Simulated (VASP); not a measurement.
# Mg6HO6 in VASP: single point with LDA

Aim: the single point of Mg6HO6 with LDA.

Everything below comes from runs of VASP 6.6.1. Logs are shortened: lines on timing, memory, paths and dates and some standing lists are left out, and cuts for length are marked.

### Step 1. The cell of the first run

The cell holds a slab with vacuum, 26 atoms: a = 6.034 Å, b = 6.034 Å, c = 18.158 Å, α = 90.00°, β = 90.00°, γ = 60.00°.

### Step 2. Single point, LDA

INCAR reads:

```
PREC     = Accurate       # precision mode
ENCUT    = 520            # plane-wave cutoff, eV
EDIFF    = 1E-6           # SCF threshold, eV
ISMEAR   = 0              # smearing method
SIGMA    = 0.02           # smearing width, eV
LREAL    = Auto         
LASPH    = True           # aspherical terms in the spheres
NELM     = 100            # most SCF steps
ALGO     = Normal         # electronic algorithm
ISIF     = 2              # what is computed and relaxed
LWAVE    = False          # write WAVECAR
LCHARG   = False          # write CHGCAR
NBANDS   = 68             # bands
```

KPOINTS reads:

```
Automatic mesh
0
Gamma
  2 2 1
```

POSCAR reads:

```
Mg6HO6
1.0
    6.0337420000      0.0000000000      0.0000000000
    3.0168710000      5.2253740000      0.0000000000
    0.0000000000      0.0000000000     18.1581620000
Mg O H
12 12 2
Direct
    0.0000000000      0.0000000000      0.0550716532
    0.0000000829      0.5000000000      0.0550716532
    0.5000000000      0.0000000000      0.0550716532
    0.5000000829      0.5000000000      0.0550716532
    0.6625514511      0.6742460922      0.1972499199
    0.6634013639      0.1693865358      0.1958559462
    0.1570488070      0.6748820276      0.1974735108
    0.1657568310      0.1673137655      0.1945267919
    0.3181115892      0.3443437733      0.3250695197
    0.3233049507      0.8356165511      0.3298644433
    0.8272809812      0.3416834852      0.3241823154
    0.8094531813      0.8503672656      0.3410438788
    0.3333334481      0.8333332695      0.1228997186
    0.3333333652      0.3333332695      0.1228997186
    0.8333334481      0.8333332695      0.1228997186
    0.8333333652      0.3333332695      0.1228997186
    0.9979347867      0.4971064272      0.2505367008
    0.9937553337      0.0107060279      0.2523270252
    0.4942514192      0.5051138923      0.2498875712
    0.4948018727      0.0085831177      0.2536811820
    0.6459223436      0.1948771514      0.3790910666
    0.6554028507      0.6603249834      0.3770110653
    0.1577117485      0.1725476492      0.3766897773
    0.1557377106      0.6680802178      0.3745420930
    0.1512725625      0.1849377671      0.4298338675
   -0.3911332796      0.2911762871      0.4247107169
```

Potentials or basis: VASP PAW LDA potentials, release 64 (Mg, O, H).

Run with:

```sh
$ cat potpaw_LDA.64/Mg/POTCAR potpaw_LDA.64/O/POTCAR potpaw_LDA.64/H/POTCAR > POTCAR
$ mpirun -np 1 vasp_std > vasp.out
```

OUTCAR:

```text
PREC = Accurate
   ENCUT = 520
   EDIFF = 1E-6
   ISMEAR = 0
   LREAL = Auto
   LASPH = True
   NELM = 100
   ISIF = 2

 ion  position               nearest neighbor table
   1  0.000  0.000  0.055-  16 2.13  15 2.13  13 2.13   4 3.02   2 3.02   3 3.02   3 3.02   2 3.02
                             4 3.02   8 3.07   7 3.09   6 3.10
   2  0.000  0.500  0.055-  15 2.13  14 2.13  16 2.13   1 3.02   3 3.02   4 3.02   4 3.02   3 3.02
                             1 3.02   8 3.07   7 3.11   5 3.13
   3  0.500  0.000  0.055-  14 2.13  13 2.13  15 2.13   2 3.02   4 3.02   1 3.02   1 3.02   4 3.02
                             2 3.02   8 3.08   6 3.09   5 3.09
   4  0.500  0.500  0.055-  13 2.13  16 2.13  14 2.13   3 3.02   1 3.02   2 3.02   2 3.02   1 3.02
                             3 3.02   6 3.09   5 3.12   7 3.15
   5  0.663  0.674  0.197-  17 2.00  19 2.01  20 2.03  13 2.19  15 2.19  16 2.24  11 2.89   7 2.99
                             8 2.99   6 2.99  10 2.99   6 3.04   8 3.05   7 3.05   3 3.09  12 3.11
   6  0.663  0.169  0.196-  18 2.01  19 2.01  20 2.02  14 2.17  16 2.19  15 2.20  11 2.92   9 2.96
                             7 2.98   5 2.99   8 3.01   8 3.02   5 3.04   7 3.05   4 3.09   3 3.09
   7  0.157  0.675  0.197-  19 2.00  17 2.01  18 2.02  15 2.17  13 2.21  14 2.24   9 2.89  10 2.95
                             6 2.98   5 2.99   8 3.00   8 3.04   5 3.05   6 3.05   1 3.09   2 3.11
   8  0.166  0.167  0.195-  17 2.00  18 2.01  20 2.03  16 2.17  14 2.17  13 2.18   9 2.93  11 2.94
                             5 2.99   7 3.00  10 3.01   6 3.01   6 3.02   7 3.04   5 3.05   2 3.07
   9  0.318  0.344  0.325-  24 1.92  23 1.97  21 1.98  17 2.15  20 2.18  19 2.23   7 2.89   8 2.93
                             6 2.96  11 2.97  10 2.98  12 2.99  10 3.06  11 3.06  12 3.07
  10  0.323  0.836  0.330-  24 1.93  22 1.94  23 1.96  18 2.23  19 2.26  20 2.27   7 2.95   9 2.98
                            12 2.99   5 2.99   8 3.01  11 3.01  11 3.03   9 3.06  12 3.06
  11  0.827  0.342  0.324-  22 1.92  23 1.97  21 1.99  18 2.17  17 2.17  19 2.20   5 2.89   6 2.92
                             8 2.94   9 2.97  10 3.01  10 3.03  12 3.03  12 3.04   9 3.06
  12  0.809  0.850  0.341-  24 1.91  22 1.92  21 1.93  20 2.28  18 2.42  17 2.47  10 2.99   9 2.99
                            11 3.03  11 3.04  10 3.06   9 3.07   5 3.11   6 3.12   7 3.18
  13  0.333  0.833  0.123-   4 2.13   3 2.13   1 2.13   8 2.18   5 2.19   7 2.21
  14  0.333  0.333  0.123-   3 2.13   2 2.13   4 2.13   6 2.17   8 2.17   7 2.24
  15  0.833  0.833  0.123-   2 2.13   1 2.13   3 2.13   7 2.17   5 2.19   6 2.20
  16  0.833  0.333  0.123-   1 2.13   4 2.13   2 2.13   8 2.17   6 2.19   5 2.24
  17  0.998  0.497  0.251-   8 2.00   5 2.00   7 2.01   9 2.15  11 2.17  12 2.47
  18  0.994  0.011  0.252-   6 2.01   8 2.01   7 2.02  11 2.17  10 2.23  12 2.42
  19  0.494  0.505  0.250-   7 2.00   5 2.01   6 2.01  11 2.20   9 2.23  10 2.26
  20  0.495  0.009  0.254-   6 2.02   5 2.03   8 2.03   9 2.18  10 2.27  12 2.28
  21  0.646  0.195  0.379-  26 0.97  12 1.93   9 1.98  11 1.99
  22  0.655  0.660  0.377-  12 1.92  11 1.92  10 1.94
  23  0.158  0.173  0.377-  25 0.97  10 1.96  11 1.97   9 1.97
  24  0.156  0.668  0.375-  12 1.91   9 1.92  10 1.93
  25  0.151  0.185  0.430-  23 0.97
  26  0.609  0.291  0.425-  21 0.97

  LATTYP: Found a hexagonal cell.
 ALAT       =     6.0337421283
 C/A-ratio  =     3.0094362029

  Lattice vectors:

 A1 = (  -3.0168710000,  -5.2253740000,   0.0000000000)
 A2 = (   6.0337420000,   0.0000000000,   0.0000000000)
 A3 = (   0.0000000000,   0.0000000000,  18.1581620000)

Analysis of symmetry for initial positions (statically):
=====================================================================
 Subroutine PRICEL returns:
 Original cell was already a primitive cell.

 Routine SETGRP: Setting up the symmetry group for a
 hexagonal supercell.

 Subroutine GETGRP returns: Found  1 space group operations
 (whereof  1 operations were pure point group operations)
 out of a pool of 24 trial point group operations.

The static configuration has the point symmetry C_1 .

Analysis of symmetry for dynamics (positions and initial velocities):
=====================================================================
 Subroutine PRICEL returns:
 Original cell was already a primitive cell.

 Routine SETGRP: Setting up the symmetry group for a
 hexagonal supercell.

 Subroutine GETGRP returns: Found  1 space group operations
 (whereof  1 operations were pure point group operations)
 out of a pool of 24 trial point group operations.

The dynamic configuration has the point symmetry C_1 .

 Subroutine INISYM returns: Found  1 space group operations
 (whereof  1 operations are pure point group operations),
 and found     1 'primitive' translations

----------------------------------------------------------------------------------------

                                     Primitive cell

[... 79 lines left out ...]
     0.000000000  0.095686931  0.000000000     0.000000000  0.500000000  0.000000000
     0.000000000  0.000000000  0.055071653     0.000000000  0.000000000  1.000000000

  Length of vectors
     0.095686933  0.095686931  0.055071653

  Shift w.r.t. Gamma in fractional coordinates (k-lattice)
     0.000000000  0.000000000  0.000000000

 Subroutine IBZKPT returns following result:
 ===========================================

 Found      4 irreducible k-points:

 Following reciprocal coordinates:
            Coordinates               Weight
  0.000000  0.000000  0.000000      1.000000
  0.500000 -0.000000  0.000000      1.000000
  0.500000  0.500000  0.000000      1.000000
  0.000000  0.500000  0.000000      1.000000
   k-points           NKPTS =      4   k-points in BZ     NKDIM =      4   number of bands    NBANDS=     68
   number of dos      NEDOS =    301   number of ions     NIONS =     26
   total plane-waves  NPLWV = 322560
   dimension x,y,z NGX =    48 NGY =   48 NGZ =  140
   dimension x,y,z NGXF=    96 NGYF=   96 NGZF=  280
   ions per type =              12  12   2
   NGX,Y,Z   is equivalent  to a cutoff of  13.23, 13.23, 12.82 a.u.
   NGXF,Y,Z  is equivalent  to a cutoff of  26.45, 26.45, 25.64 a.u.
 SYSTEM =  unknown system
   PREC   = accura    normal or accurate (medium, high low for compatibility)
   ISTART =      0    job   : 0-new  1-cont  2-samecut
   ICHARG =      2    charge: 1-file 2-atom 10-const
   ISPIN  =      1    spin polarized calculation?
   LNONCOLLINEAR =      F non collinear calculations
   LSORBIT =      F    spin-orbit coupling
   LASPH  =      T    aspherical Exc in radial PAW
   ENCUT  =  520.0 eV  38.22 Ry    6.18 a.u.  11.22 11.22 33.76*2*pi/ulx,y,z
   NELM   =    100;   NELMIN=  2; NELMDL= -5     # of ELM steps
   EDIFF  = 0.1E-05   stopping-criterion for ELM
   LREAL  =      T    real-space projection
   EDIFFG = 0.1E-04   stopping-criterion for IOM
   NSW    =      0    number of steps for IOM
   IBRION =     -1    ionic relax: 0-MD 1-quasi-New 2-CG
   NFREE  =      0    steps in history (QN), initial steepest desc. (CG)
   ISIF   =      2    stress and relaxation
   ISYM   =      2    0-nonsym 1-usesym 2-fastsym
   POTIM  = 0.5000    time-step for ionic-motion
   TEBEG  =    0.0;   TEEND  =   0.0 temperature during run
   PSTRESS=    0.0 pullay stress
   NELECT =      98.0000    total number of electrons
   NUPDOWN=      -1.0000    fix difference up-down
   EMIN   =  10.00;   EMAX   =-10.00  energy-range for DOS
   EFERMI =   0.00;   METHOD = LEGACY
   ISMEAR =     0;   SIGMA  =   0.02  broadening in eV -4-tet -1-fermi 0-gaus
   EFERMI_NEDOS =   21; number of points for ismear=-14 and -15
   IALGO  =     38    algorithm
   IMIX   =      4    mixing-type and parameters
     AMIX     =   0.40;   BMIX     =  1.00
     AMIX_MAG =   1.60;   BMIX_MAG =  1.00
  volume/ion in A,a.u.               =      22.02       148.59
  Fermi-wavevector in a.u.,A,eV,Ry     =   0.908988  1.717738 11.241941  0.826259
  Thomas-Fermi vector in A             =   2.032979
   LORBIT       =      0    0 simple, 1 ext, 2 COOP (PROOUT), +10 PAW based schemes
   GGA     = CA    functional components
   LHFCALC =     F    Hartree Fock is set to
   AEXX    =    0.0000 exact exchange contribution
   IVDW    =     0    specifies the selected vdW correction
   LEPSILON=     F    determine dielectric tensor
   LRPA    =     F    only Hartree local field effects (RPA)
 non-spin polarized calculation
 Gauss-broadening in eV      SIGMA  =   0.02
  energy-cutoff  :      520.00
  volume of cell :      572.50
 maximum number of plane-waves:     15487
 NGX is ok and might be reduce to    48
   NGX = 23   NGY = 23   NGZ = 67

 number of electron      98.0000005 magnetization

 Free energy of the ion-electron system (eV)
  ---------------------------------------------------
  ext. energy  EPLUGINS =         0.00000000
  ---------------------------------------------------
  free energy    TOTEN  =      -153.12420111 eV

  energy without entropy =     -153.10836911  energy(sigma->0) =     -153.11628511

 E-fermi :  -1.7865     XC(G=0):  -5.8118

 val. band max:       -1.7882358562   @ k =   0.5000   0.5000   0.0000
 cond. band min:      -1.7632941301   @ k =   0.0000   0.0000   0.0000
 fundamental gap:      0.0249417261
 Fermi energy:        -1.7864614264

 k-point     1 :       0.0000    0.0000    0.0000
  band No.  band energies     occupation
      1     -19.8113      2.00000
      2     -19.6264      2.00000
      3     -19.3078      2.00000
      4     -18.9188      2.00000
      5     -18.9045      2.00000
      6     -18.8972      2.00000
[... 245 lines left out ...]
     60       5.0080      0.00000
     61       5.1835      0.00000
 [bands above 61 left out]

------------------------ aborting loop because EDIFF is reached ----------------------------------------

  FORCE on cell =-STRESS in cart. coord.  units (eV):
  Direction    XX          YY          ZZ          XY          YZ          ZX
  --------------------------------------------------------------------------------------
  -------------------------------------------------------------------------------------
  Total       -5.3528228     -2.0283757     -9.7710886      0.3644260     -0.8647631      0.3596410
  in kB      -14.9801944     -5.6765305    -27.3449752      1.0198680     -2.4200912      1.0064767
  external PRESSURE =     -16.0005667 kB  Pullay stress =       0.0000000 kB

 VOLUME and BASIS-vectors are now :
 -----------------------------------------------------------------------------
  energy-cutoff  :      520.00
  volume of cell :      572.50
      direct lattice vectors                 reciprocal lattice vectors
     6.033742000  0.000000000  0.000000000     0.165734630 -0.095686931  0.000000000
     3.016871000  5.225374000  0.000000000     0.000000000  0.191373861  0.000000000
     0.000000000  0.000000000 18.158162000     0.000000000  0.000000000  0.055071653

 POSITION                                       TOTAL-FORCE (eV/Angst)
 -----------------------------------------------------------------------------------
      0.00000      0.00000      1.00000        -0.022941     -0.040657      1.718978
      1.50844      2.61269      1.00000         0.007969      0.054461      1.778072
      3.01687      0.00000      1.00000         0.022414     -0.031331      1.687736
      4.52531      2.61269      1.00000        -0.018251      0.039976      1.830425
      6.03178      3.52319      3.58170         0.001515      0.005670     -0.033243
      4.51381      0.88511      3.55638         0.003594     -0.001146     -0.031019
[... 18 lines left out ...]
      1.47067      0.96637      7.80499         0.008731      0.021789      0.183413
      4.55219      1.52151      7.71197        -0.032375     -0.033280      0.183742
 -----------------------------------------------------------------------------------
    total drift:                               -0.002617      0.000686      0.006913

  FREE ENERGIE OF THE ION-ELECTRON SYSTEM (eV)
  ---------------------------------------------------
  free  energy   TOTEN  =      -153.1242011053 eV

  energy  without entropy=     -153.1083691133  energy(sigma->0) =     -153.11628511
```

Run time: 9.6 min. Hardware: 1 thread of Intel Xeon Platinum 8375C at 2.90GHz (Ice Lake), shared host; peak memory 0.53 GiB.

Results:

| Quantity | Value |
| --- | --- |
| Free energy | -153.1242 eV |
| Largest force | 1.831 eV/Å |
| Band gap on the k mesh | zero (bands 49 and 50 overlap by 0.03 eV) |

Forces in eV/Å, atoms in the order of the input:
```
Mg  -0.023 -0.041  1.719
Mg   0.008  0.054  1.778
Mg   0.022 -0.031  1.688
Mg  -0.018  0.040  1.830
Mg   0.002  0.006 -0.033
Mg   0.004 -0.001 -0.031
Mg   0.008  0.001 -0.033
Mg  -0.001  0.000 -0.022
Mg   0.013 -0.044 -0.066
Mg   0.014  0.033 -0.062
Mg   0.004 -0.027 -0.061
Mg   0.048  0.017 -0.147
O    0.002  0.118 -1.607
O   -0.026 -0.022 -1.748
O   -0.036  0.072 -1.514
O   -0.018 -0.011 -1.818
O   -0.008  0.008  0.038
O   -0.004 -0.011  0.035
O   -0.005  0.007  0.034
O   -0.013 -0.007  0.016
O   -0.005 -0.113 -0.164
O    0.024  0.008 -0.022
O    0.000 -0.021 -0.205
O    0.031 -0.026  0.026
H    0.009  0.022  0.183
H   -0.032 -0.033  0.184
```

Caveat: the k points lie up to 0.60 Å⁻¹ apart.
